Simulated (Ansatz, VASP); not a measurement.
# Two plane-wave programs on BN

```
B N
1.0
     2.61486   -0.05030    0.01391
    -1.35099    2.24849   -0.01028
     0.03700   -0.01022    6.72882
B N
2 2
Direct
  0.28228 0.71074 0.24916
  0.71049 0.37271 0.75551
  0.34546 0.68323 0.74423
  0.66177 0.23333 0.25110
```

Change from the starting cell: all atoms moved at random (sigma 0.1 Å a component), cell strained at random (sigma 0.03).

Alike in both runs: task single point; functional LDA; k mesh 12 × 12 × 4; occupations gaussian, width 0.05 eV; no spin polarisation.

|  | VASP | Ansatz |
| --- | --- | --- |
| version | VASP 6.6.1 | Ansatz 0.2.0 |
| potentials or method | VASP PAW LDA potentials, release 64 (B, N), cutoff 520 eV | scalar-relativistic, plane waves, PAW |
| valence electrons in the cell | 16 | 16 |

Ansatz gave:

* gap on the k mesh at the Fermi level (eV): 2.31
* least direct gap on the mesh (eV): 3.46
* pressure (GPa): 2.2
* traceless stress, the component that is largest in VASP (GPa): 21.24
* rms of the force components (eV/Å): 5.213

Task: Estimate VASP's values.

Result: gap on the k mesh at the Fermi level (eV): 2.29; least direct gap on the mesh (eV): 3.45; pressure (GPa): 2.3; traceless stress, the component that is largest in VASP (GPa): 21.22; rms of the force components (eV/Å): 5.193.

LDA's correlation is that of Perdew and Zunger in VASP and of Perdew and Wang (1992) in Ansatz. Atom by atom the forces differ by 0.022 eV/Å (rms over components).
